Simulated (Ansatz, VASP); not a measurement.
**One calculation of WC, two programs**

```xyz
2
Lattice="0.0000 2.1050 2.2804 2.1050 0.0000 2.2804 2.1050 2.1050 0.0000" Properties=species:S:1:pos:R:3 pbc="T T T"
W     0.0000    0.0000    0.0000
C     2.1050    2.1050    2.2804
```

Change from the starting cell: strain -0.040 along x and y, +0.040 along z, atoms carried along.

Alike in both runs: task single point; functional PBEsol; k mesh 18 × 18 × 18; occupations gaussian, width 0.15 eV; no spin polarisation.

|  | VASP | Ansatz |
| --- | --- | --- |
| version | VASP 6.6.1 | Ansatz 0.2.0 |
| potentials or method | VASP PAW PBE potentials, release 64 (W_sv, C), cutoff 520 eV | scalar-relativistic, plane waves, PAW |
| valence electrons in the cell | 18 | 18 |

```csv
,VASP,Ansatz,Ansatz less VASP
gap on the k mesh at the Fermi level (eV),none,none,-
pressure (GPa),12.7,11.4,-1.23
"traceless stress, the component that is largest in VASP (GPa)",-31.04,-30.82,+0.224
```

VASP's potentials were made for PBE, not for PBEsol. A gap of «none» marks a metal or a gap that the smearing closes. With one functional, cell and mesh, what is left measures potentials, basis and numerics.

Spin-orbit coupling is off throughout.
